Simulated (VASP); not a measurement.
# Cu (Fm-3m) in VASP: a series of runs

Cu is run at these levels: LDA; tasks: single point.

All numbers are computed with VASP 6.6.1; they aren't measurements. Logs are shortened: lines on timing, memory, paths and dates and some standing lists are left out, and cuts for length are marked.

## (1) The cell of the first run

Symmetry: Fm-3m, No. 225, cubic system. The conventional cell has a = 3.482 Å, b = 3.482 Å, c = 3.482 Å, α = 90.00°, β = 90.00°, γ = 90.00°. Within 3.3 Å of Cu (site symmetry m-3m) lie 12 Cu at 2.46 Å.

## (2) Single point, LDA (volume scaled by 0.97)

File INCAR:

```
PREC     = Accurate       # precision mode
ENCUT    = 520            # plane-wave cutoff, eV
EDIFF    = 1E-6           # SCF threshold, eV
ISMEAR   = 0              # smearing method
SIGMA    = 0.1            # smearing width, eV
LREAL    = F              # projectors in reciprocal space
LASPH    = T              # aspherical terms in the spheres
NELM     = 100            # most SCF steps
ALGO     = Normal         # electronic algorithm
ISIF     = 2              # what is computed and relaxed
LWAVE    = F              # write WAVECAR
LCHARG   = T              # write CHGCAR
LELF     = T              # ELF
LVHAR    = T            
NBANDS   = 12             # bands
```

File KPOINTS:

```
Automatic mesh
0
Gamma
  20 20 20
```

File POSCAR:

```
Cu
1.0
    0.0000000000      1.7412081153      1.7412081153
    1.7412081153      0.0000000000      1.7412081153
    1.7412081153      1.7412081153      0.0000000000
Cu
1
Direct
    0.0000000000      0.0000000000      0.0000000000
```

Potentials or basis: VASP PAW LDA potentials, release 64 (Cu).

The run is started by

```
cat potpaw_LDA.64/Cu/POTCAR > POTCAR
mpirun -np 1 vasp_std > vasp.out
```

OUTCAR:

```text
PREC = Accurate
   ENCUT = 520
   EDIFF = 1E-6
   ISMEAR = 0
   LREAL = F
   LASPH = T
   NELM = 100
   ISIF = 2

 ion  position               nearest neighbor table
   1  0.000  0.000  0.000-

  LATTYP: Found a face centered cubic cell.
 ALAT       =     3.4824162306

  Lattice vectors:

 A1 = (   0.0000000000,   1.7412081153,   1.7412081153)
 A2 = (   1.7412081153,   0.0000000000,   1.7412081153)
 A3 = (   1.7412081153,   1.7412081153,   0.0000000000)

Analysis of symmetry for initial positions (statically):
=====================================================================
 Subroutine PRICEL returns:
 Original cell was already a primitive cell.

 Routine SETGRP: Setting up the symmetry group for a
 face centered cubic supercell.

 Subroutine GETGRP returns: Found 48 space group operations
 (whereof 48 operations were pure point group operations)
 out of a pool of 48 trial point group operations.

The static configuration has the point symmetry O_h .

Analysis of symmetry for dynamics (positions and initial velocities):
=====================================================================
 Subroutine PRICEL returns:
 Original cell was already a primitive cell.

 Routine SETGRP: Setting up the symmetry group for a
 face centered cubic supercell.

 Subroutine GETGRP returns: Found 48 space group operations
 (whereof 48 operations were pure point group operations)
 out of a pool of 48 trial point group operations.

The dynamic configuration has the point symmetry O_h .

 Subroutine INISYM returns: Found 48 space group operations
 (whereof 48 operations are pure point group operations),
 and found     1 'primitive' translations

----------------------------------------------------------------------------------------

                                     Primitive cell

  volume of cell :      10.5580

  direct lattice vectors                    reciprocal lattice vectors
     0.000000000  1.741208115  1.741208115    -0.287156943  0.287156943  0.287156943
     1.741208115  0.000000000  1.741208115     0.287156943 -0.287156943  0.287156943
     1.741208115  1.741208115  0.000000000     0.287156943  0.287156943 -0.287156943

  length of vectors
     2.462440132  2.462440132  2.462440132     0.497370416  0.497370416  0.497370416

  position of ions in fractional coordinates (direct lattice)
     0.000000000  0.000000000  0.000000000

  ion indices of the primitive-cell ions
   primitive index   ion index
                 1           1

----------------------------------------------------------------------------------------

 KPOINTS: Automatic mesh

Automatic generation of k-mesh.
 Grid dimensions read from file:
 generate k-points for:   20   20   20

 Generating k-lattice:

  Cartesian coordinates                     Fractional coordinates (reciprocal lattice)
    -0.014357847  0.014357847  0.014357847     0.050000000  0.000000000  0.000000000
     0.014357847 -0.014357847  0.014357847     0.000000000  0.050000000  0.000000000
     0.014357847  0.014357847 -0.014357847     0.000000000  0.000000000  0.050000000

  Length of vectors
     0.024868521  0.024868521  0.024868521

  Shift w.r.t. Gamma in fractional coordinates (k-lattice)
     0.000000000  0.000000000  0.000000000

 Subroutine IBZKPT returns following result:
 ===========================================

 Found    256 irreducible k-points:

 Following reciprocal coordinates:
            Coordinates               Weight
  0.000000  0.000000  0.000000      1.000000
  0.050000  0.000000  0.000000      8.000000
  0.100000  0.000000  0.000000      8.000000
  0.150000  0.000000  0.000000      8.000000
  0.200000  0.000000  0.000000      8.000000
  0.250000  0.000000  0.000000      8.000000
[... 16 lines left out ...]
 -0.400000  0.050000  0.000000     24.000000
 -0.350000  0.050000  0.000000     24.000000
 [... further k-points ...]
   k-points           NKPTS =    256   k-points in BZ     NKDIM =    256   number of bands    NBANDS=     12
   number of dos      NEDOS =    301   number of ions     NIONS =      1
   total plane-waves  NPLWV =   5832
   dimension x,y,z NGX =    18 NGY =   18 NGZ =   18
   dimension x,y,z NGXF=    36 NGYF=   36 NGZF=   36
   ions per type =               1
   NGX,Y,Z   is equivalent  to a cutoff of  12.15, 12.15, 12.15 a.u.
   NGXF,Y,Z  is equivalent  to a cutoff of  24.30, 24.30, 24.30 a.u.
 SYSTEM =  unknown system
   PREC   = accura    normal or accurate (medium, high low for compatibility)
   ISTART =      0    job   : 0-new  1-cont  2-samecut
   ICHARG =      2    charge: 1-file 2-atom 10-const
   ISPIN  =      1    spin polarized calculation?
   LNONCOLLINEAR =      F non collinear calculations
   LSORBIT =      F    spin-orbit coupling
   LASPH  =      T    aspherical Exc in radial PAW
   ENCUT  =  520.0 eV  38.22 Ry    6.18 a.u.   4.58  4.58  4.58*2*pi/ulx,y,z
   NELM   =    100;   NELMIN=  2; NELMDL= -5     # of ELM steps
   EDIFF  = 0.1E-05   stopping-criterion for ELM
   LREAL  =      F    real-space projection
   EDIFFG = 0.1E-04   stopping-criterion for IOM
   NSW    =      0    number of steps for IOM
   IBRION =     -1    ionic relax: 0-MD 1-quasi-New 2-CG
   NFREE  =      0    steps in history (QN), initial steepest desc. (CG)
   ISIF   =      2    stress and relaxation
   ISYM   =      2    0-nonsym 1-usesym 2-fastsym
   POTIM  = 0.5000    time-step for ionic-motion
   TEBEG  =    0.0;   TEEND  =   0.0 temperature during run
   PSTRESS=    0.0 pullay stress
   NELECT =      11.0000    total number of electrons
   NUPDOWN=      -1.0000    fix difference up-down
   EMIN   =  10.00;   EMAX   =-10.00  energy-range for DOS
   EFERMI =   0.00;   METHOD = LEGACY
   ISMEAR =     0;   SIGMA  =   0.10  broadening in eV -4-tet -1-fermi 0-gaus
   EFERMI_NEDOS =   21; number of points for ismear=-14 and -15
   IALGO  =     38    algorithm
   IMIX   =      4    mixing-type and parameters
     AMIX     =   0.40;   BMIX     =  1.00
     AMIX_MAG =   1.60;   BMIX_MAG =  1.00
  volume/ion in A,a.u.               =      10.56        71.25
  Fermi-wavevector in a.u.,A,eV,Ry     =   1.659632  3.136249 37.475578  2.754377
  Thomas-Fermi vector in A             =   2.747007
   LORBIT       =      0    0 simple, 1 ext, 2 COOP (PROOUT), +10 PAW based schemes
   GGA     = CA    functional components
   LHFCALC =     F    Hartree Fock is set to
   AEXX    =    0.0000 exact exchange contribution
   IVDW    =     0    specifies the selected vdW correction
   LEPSILON=     F    determine dielectric tensor
   LRPA    =     F    only Hartree local field effects (RPA)
 non-spin polarized calculation
 Gauss-broadening in eV      SIGMA  =   0.10
  energy-cutoff  :      520.00
  volume of cell :       10.56
 maximum number of plane-waves:       296
   NGX =  9   NGY =  9   NGZ =  9

 number of electron      10.9999989 magnetization

 Free energy of the ion-electron system (eV)
  ---------------------------------------------------
  ext. energy  EPLUGINS =         0.00000000
  ---------------------------------------------------
  free energy    TOTEN  =        -4.70078836 eV

  energy without entropy =       -4.69954947  energy(sigma->0) =       -4.70016891

 E-fermi :   8.8139     XC(G=0): -13.7709

 val. band max:        8.8012231035   @ k =  -0.4500   0.1000   0.0000
 cond. band min:       8.8340239995   @ k =   0.5000   0.2500   0.1000
 fundamental gap:      0.0328008959
 Fermi energy:         8.8139159678

 k-point     1 :       0.0000    0.0000    0.0000
  band No.  band energies     occupation
      1      -1.4044      2.00000
      2       5.3899      2.00000
      3       5.3899      2.00000
      4       5.3899      2.00000
      5       6.3863      2.00000
      6       6.3863      2.00000
      7      32.3884      0.00000
      8      35.7655      0.00000
      9      35.7655      0.00000
     10      35.7655      0.00000
     11      38.4322      0.00000
     12      38.4322      0.00000

 k-point     2 :       0.0500    0.0000    0.0000
  band No.  band energies     occupation
      1      -1.3055      2.00000
      2       5.3663      2.00000
      3       5.4107      2.00000
      4       5.4107      2.00000
      5       6.3777      2.00000
      6       6.3777      2.00000
      7      31.9853      0.00000
      8      34.3979      0.00000
      9      35.4632      0.00000
     10      35.4632      0.00000
     11      38.8622      0.00000
     12      38.8622      0.00000

 k-point     3 :       0.1000    0.0000    0.0000
  band No.  band energies     occupation
      1      -1.0119      2.00000
      2       5.3008      2.00000
      3       5.4663      2.00000
      4       5.4663      2.00000
      5       6.3582      2.00000
      6       6.3582      2.00000
      7      30.1566      0.00000
      8      33.4423      0.00000
      9      34.8685      0.00000
     10      34.8685      0.00000
     11      39.7936      0.00000
     12      39.7936      0.00000

 k-point     4 :       0.1500    0.0000    0.0000
  band No.  band energies     occupation
      1      -0.5335      2.00000
      2       5.2099      2.00000
      3       5.5353      2.00000
      4       5.5353      2.00000
      5       6.3483      2.00000
      6       6.3483      2.00000
      7      27.5432      0.00000
      8      33.1270      0.00000
      9      34.2691      0.00000
     10      34.2691      0.00000
     11      40.2268      0.00000
     12      40.6315      0.00000

 k-point     5 :       0.2000    0.0000    0.0000
  band No.  band energies     occupation
      1       0.1086      2.00000
      2       5.1223      2.00000
      3       5.5816      2.00000
      4       5.5816      2.00000
      5       6.3811      2.00000
      6       6.3811      2.00000
      7      24.8540      0.00000
      8      32.8173      0.00000
      9      33.7484      0.00000
     10      33.7484      0.00000
     11      40.2698      0.00000
     12      40.3137      0.00000
[... 228 lines left out ...]
      1       3.0888      2.00000
      2       5.3155      2.00000
      3       5.3901      2.00000
      4       6.5934      2.00000
      5       7.0637      2.00000
      6       8.0023      2.00000
      7      13.2591      0.00000
      8      30.2245      0.00000
      9      31.7083      0.00000
     10      31.8664      0.00000
     11      36.4964      0.00000
     12      36.6655      0.00000

 k-point    22 :      -0.4500    0.0500    0.0000
  band No.  band energies     occupation
      1       3.0731      2.00000
      2       5.3250      2.00000
      3       5.3907      2.00000
      4       6.5662      2.00000
      5       7.0191      2.00000
      6       7.8929      2.00000
      7      13.4943      0.00000
      8      30.0268      0.00000
      9      31.7586      0.00000
     10      32.2456      0.00000
     11      36.0942      0.00000
     12      36.9480      0.00000

 k-point    23 :      -0.4000    0.0500    0.0000
  band No.  band energies     occupation
      1       2.9412      2.00000
      2       5.3634      2.00000
      3       5.4194      2.00000
      4       6.1975      2.00000
      5       6.9117      2.00000
      6       7.4073      2.00000
      7      14.8623      0.00000
      8      29.9050      0.00000
      9      31.9195      0.00000
     10      32.9529      0.00000
     11      35.8929      0.00000
     12      37.3593      0.00000

 k-point    24 :      -0.3500    0.0500    0.0000
  band No.  band energies     occupation
      1       2.6058      2.00000
      2       5.4236      2.00000
      3       5.4719      2.00000
      4       5.6062      2.00000
      5       6.7564      2.00000
      6       7.0850      2.00000
      7      16.7964      0.00000
      8      29.8941      0.00000
      9      32.2944      0.00000
     10      33.7554      0.00000
     11      35.9530      0.00000
     12      37.8483      0.00000

 [... further k-points ...]
[... 5 lines left out ...]
  --------------------------------------------------------------------------------------
  -------------------------------------------------------------------------------------
  Total        0.4710710      0.4710710      0.4710710     -0.0000000      0.0000000      0.0000000
  in kB       71.4849939     71.4849939     71.4849939     -0.0000000      0.0000000      0.0000000
  external PRESSURE =      71.4849939 kB  Pullay stress =       0.0000000 kB

 VOLUME and BASIS-vectors are now :
 -----------------------------------------------------------------------------
  energy-cutoff  :      520.00
  volume of cell :       10.56
      direct lattice vectors                 reciprocal lattice vectors
     0.000000000  1.741208115  1.741208115    -0.287156943  0.287156943  0.287156943
     1.741208115  0.000000000  1.741208115     0.287156943 -0.287156943  0.287156943
     1.741208115  1.741208115  0.000000000     0.287156943  0.287156943 -0.287156943

 POSITION                                       TOTAL-FORCE (eV/Angst)
 -----------------------------------------------------------------------------------
      0.00000      0.00000      0.00000         0.000000      0.000000      0.000000
 -----------------------------------------------------------------------------------
    total drift:                                0.000000     -0.000000      0.000000

  FREE ENERGIE OF THE ION-ELECTRON SYSTEM (eV)
  ---------------------------------------------------
  free  energy   TOTEN  =        -4.7007883562 eV

  energy  without entropy=       -4.6995494710  energy(sigma->0) =       -4.70016891
```

It took 25 s on 1 thread of AMD EPYC 7R43 (Zen 3), shared host; peak memory 0.1 GiB.

Results:

```
Free energy : -4.7008 eV
Pressure    : 7.1 GPa
```

Caveat: the cell differs from its parent crystal (volume scaled by 0.97).

## (3) Single point, LDA

This run uses another cell than the first one, of 10.88 Å³/atom, 1.031 times its volume.

File INCAR:

```
SYSTEM = Cu
  ALGO = Fast
  EDIFF = 1E-6
  ENCUT = 520
  GGA = CA
  ISIF = 2
  ISMEAR = 0
  LASPH = .True.
  LCHARG = .False.
  LREAL = .False.
  LWAVE = .False.
  NBANDS = 12
  NELM = 100
  PREC = Accurate
  SIGMA = 0.1
```

File KPOINTS:

```
k-points
0
Gamma
  20 20 20
  0 0 0
```

File POSCAR:

```
Cu
1.0
    0.0000000000      1.7589767723      1.7589767723
    1.7589767723      0.0000000000      1.7589767723
    1.7589767723      1.7589767723      0.0000000000
Cu
1
Direct
    0.0000000000      0.0000000000      0.0000000000
```

Potentials or basis: VASP PAW LDA potentials, release 64 (Cu).

The run is started by

```
cat potpaw_LDA.64/Cu/POTCAR > POTCAR
mpirun -np 1 vasp_std > vasp.out
```

Wall time 37 s (1 thread of AMD EPYC 7R43 (Zen 3), shared host); peak memory 0.11 GiB.

It converged, with:

```
Free energy : -4.7090 eV
Pressure    : 1.1 GPa
```

Levels at points of the mesh, in eV from the Fermi level:
```tsv
k point	band 3	band 4	band 5	band 6	band 7	band 8	band 9	band 10
(0.00, 0.00, 0.00)	-3.31	-3.31	-2.36	-2.36	23.35	26.47	26.47	26.47
(0.50, 0.00, 0.00)	-3.34	-1.72	-1.72	-1.20	4.18	21.83	23.23	23.23
(0.50, 0.50, 0.00)	-1.73	-1.56	-1.56	1.45	7.73	13.67	13.67	18.52
```
